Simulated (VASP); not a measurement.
Fe:

```xyz
1
Lattice="-1.4430 1.4430 1.4430 1.4430 -1.4430 1.4430 1.4430 1.4430 -1.4430" Properties=species:S:1:pos:R:3 pbc="T T T"
Fe    0.0000    0.0000    0.0000
```

```yaml
Program: VASP 6.6.1
Task: relaxation of cell and atoms
Functional: revPBE
Potentials_or_basis: VASP PAW PBE potentials, release 64 (Fe)
Cutoff: 600 eV
k_mesh: 13 × 13 × 13
Occupations: fermi-dirac, width 0.15 eV
Spin: collinear spin, ferromagnetic start
Starting_moments: "[-0.81] μB"
Hubbard_terms: Fe d U = 4.0 eV
```

At the start: pressure 14.7 GPa; volume 12.02 Å³/atom.

Q: Where does the relaxation end?

A: Over 3 steps the energy falls by 54.5 meV/atom and the volume is 13.32 Å³/atom (+10.8 %); space group Im-3m (No. 229, to 0.05 Å); moment 2.97 μB per cell.

The path:
```tsv
step	energy change (eV)	largest force (eV/Å)	pressure (GPa)	volume (Å³)
1	0.0000	0.0000	14.75	12.02
2	-0.0418	0.0000	-5.31	14.05
3	-0.0545	0.0000	0.00	13.32
```

Final structure:
```yaml
crystal:
  lattice:
    - [-1.49325, 1.49325, 1.49325]
    - [1.49325, -1.49325, 1.49325]
    - [1.49325, 1.49325, -1.49325]
  atoms:
    - { symbol: Fe, position: [0.00000, 0.00000, 0.00000] }
```

Caveat: the PAW data sets were made with another functional, which shifts forces and pressure a little; the volume moved by +11 % from the deposited cell, more than functionals usually miss; the U is typed as a test and isn't derived for this compound.
